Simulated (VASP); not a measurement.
Wanted: the native input for a VASP 6.6.1 run.

```
Task                   : single point
Functional             : LDA
Potentials or basis    : VASP PAW LDA potentials, release 64 (Cu, O)
Cutoff                 : 520 eV
k mesh                 : 10 × 10 × 5
Occupations            : fermi-dirac, width 0.05 eV
Spin                   : no spin polarisation
Dipole correction      : no
Further INCAR settings : ALGO = Normal; EDIFF = 1e-07; NBANDS = 25
```

The structure of CuO (Tenorite) lies in POSCAR:

```
CuO
1.0
    2.3446500000     -1.7134000000      0.0000000000
    2.3446500000      1.7134000000      0.0000000000
   -0.8605543552      0.0000000000      5.0594363927
Cu O
2 2
Direct
    0.4968000000      0.0032000000      0.5000000000
    0.0032000000      0.4968000000      0.0000000000
    0.4056000000      0.5714000000      0.7537000000
    0.5714000000      0.4056000000      0.2537000000
```

One way to write it, as run:

INCAR

```
SYSTEM = CuO
ALGO = Normal
EDIFF = 1E-7
ENCUT = 520
ISIF = 2
ISMEAR = -1
LASPH = .True.
LCHARG = .False.
LREAL = .False.
LWAVE = .False.
NBANDS = 25
NELM = 100
PREC = Accurate
SIGMA = 0.05
```

KPOINTS

```
k-points
0
Gamma
  10 10 5
  0 0 0
```

Potentials or basis: VASP PAW LDA potentials, release 64 (Cu, O).

Launch:

```console
$ cat potpaw_LDA.64/Cu/POTCAR potpaw_LDA.64/O/POTCAR > POTCAR
$ mpirun -np 1 vasp_std > vasp.out
```

Results of the run:

The pressure is -8.8 GPa. The largest force is 0.784 eV/Å and the band gap on the k mesh is zero (band 17 reaches 5.62 eV, above the bottom of band 18 at 5.01 eV).

Caveat: semilocal functionals often make such compounds metallic where correlation or magnetic order opens a gap, which also shifts bond lengths.

It took 77 s on 1 thread of AMD EPYC 9R45 96-Core Processor (Zen 5), with other jobs on the host, peak memory 0.2 GiB.
